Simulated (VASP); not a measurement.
A run of VASP 6.6.1:

Contents of POSCAR:

```
SnSe
1.0
   11.5409843982      0.0000000000      0.0000000000
    0.0000000000      4.1747053106      0.0000000000
    0.0000000000      0.0000000000      4.3783148136
Sn Se
4 4
Direct
    0.1187740233      0.2500000000      0.0923510059
    0.3812259767      0.7500000000      0.5923510059
    0.6187740233      0.2500000000      0.4076489941
    0.8812259767      0.7500000000      0.9076489941
    0.3566783342      0.2500000000      0.0205842988
    0.1433216658      0.7500000000      0.5205842988
    0.8566783342      0.2500000000      0.4794157012
    0.6433216658      0.7500000000      0.9794157012
```

Contents of INCAR.step1:

```
ALGO = Normal
EDIFF = 1E-5
EDIFFG = -0.005
ENCUT = 550
GGA = PE
GGA_COMPAT = False
IBRION = 2
ISIF = 3
ISMEAR = -1
KPAR = 4
LASPH = True
LCHARG = False
LREAL = False
LWAVE = True
NELM = 120
NELMIN = 4
NSW = 100
PREC = Accurate
SIGMA = 0.02
```

File INCAR.step2:

```
ALGO = Normal
BPARAM = 11.95
CPARAM = 0.0093
EDIFF = 1E-7
EDIFFG = -0.005
ENCUT = 550
GGA_COMPAT = False
IBRION = 2
ISIF = 3
ISMEAR = -1
ISTART = 1
IVDW_NL = 2
KPAR = 4
LASPH = True
LCHARG = False
LMIXTAU = True
LREAL = False
LUSE_VDW = True
LWAVE = False
METAGGA = R2SCAN
NELM = 120
NELMIN = 4
NSW = 80
PREC = Accurate
SIGMA = 0.02
```

The input KPOINTS:

```
k-points
0
Gamma
  2 6 6
```

Potentials or basis: VASP PAW PBE potentials, release 64 (Sn_d, Se).

Run with:

```sh
$ cat potpaw_PBE.64/Sn_d/POTCAR potpaw_PBE.64/Se/POTCAR > POTCAR
$ cp INCAR.step1 INCAR
$ mpirun -np 4 vasp_std > vasp.out
$ cp INCAR.step2 INCAR
$ mpirun -np 4 vasp_std > vasp.out
```

Hardware: 4 MPI ranks on Intel(R) Xeon(R) 6975P-C (Granite Rapids), on a shared host.

Question: How long does it take, and how much memory?

Answer: Run time: 2 h on 4 MPI ranks on Intel(R) Xeon(R) 6975P-C (Granite Rapids), with other jobs on the host, peak memory 0.88 GiB a rank. Counts: k points 32, ion steps 35.
